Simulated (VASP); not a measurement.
Set up this calculation in VASP 6.6.1, as the native input.

```
Task                   : single point
Functional             : PBE
Potentials or basis    : VASP PAW PBE potentials, release 64 (Na_pv, Al, O)
Cutoff                 : 520 eV
k mesh                 : 6 × 6 × 6
Occupations            : gaussian, width 0.02 eV
Spin                   : no spin polarisation
Dipole correction      : no
Further INCAR settings : ALGO = Normal; EDIFF = 1e-07; NBANDS = 55
```

The structure of Na3AlO3 lies in POSCAR:

```
Na3AlO3
1.0
    6.9624282061      0.0000000000      0.0000000000
   -3.4812141030      6.0296396985      0.0000000000
    0.0000000000      0.0000000000      4.9253076504
Na Al O
6 2 6
Direct
    0.6620402763      0.7496410532      0.7500000000
    0.0876007769      0.3379597237      0.7500000000
    0.2503589468      0.9123992231      0.7500000000
    0.3379597237      0.2503589468      0.2500000000
    0.9123992231      0.6620402763      0.2500000000
    0.7496410532      0.0876007769      0.2500000000
    0.6666666667      0.3333333333      0.7500000000
    0.3333333333      0.6666666667      0.2500000000
    0.4029240910      0.2964621313      0.7500000000
    0.7035378687      0.1064619597      0.7500000000
    0.8935380403      0.5970759090      0.7500000000
    0.1064619597      0.4029240910      0.2500000000
    0.5970759090      0.7035378687      0.2500000000
    0.2964621313      0.8935380403      0.2500000000
```

These files were run (other wordings do the same):

INCAR

```
SYSTEM = Na3AlO3
ALGO = Normal
EDIFF = 1E-7
ENCUT = 520
GGA = PE
ISIF = 2
ISMEAR = 0
LASPH = .TRUE.
LCHARG = .TRUE.
LELF = .TRUE.
LREAL = .FALSE.
LVHAR = .TRUE.
LWAVE = .FALSE.
NBANDS = 55
NELM = 80
PREC = Accurate
SIGMA = 0.02
```

KPOINTS

```
k-points
0
G
  6 6 6
  0 0 0
```

Potentials or basis: VASP PAW PBE potentials, release 64 (Na_pv, Al, O).

Command:

```console
$ cat potpaw_PBE.64/Na_pv/POTCAR potpaw_PBE.64/Al/POTCAR potpaw_PBE.64/O/POTCAR > POTCAR
$ mpirun -np 1 vasp_std > vasp.out
```

Results of the run:

```
Pressure               : 0.1 GPa
Largest force          : 0.030 eV/Å
Band gap on the k mesh : 2.02 eV
```

It took 14 min on 1 thread of Intel Xeon 8259CL, with other jobs on the host, peak memory 0.5 GiB.
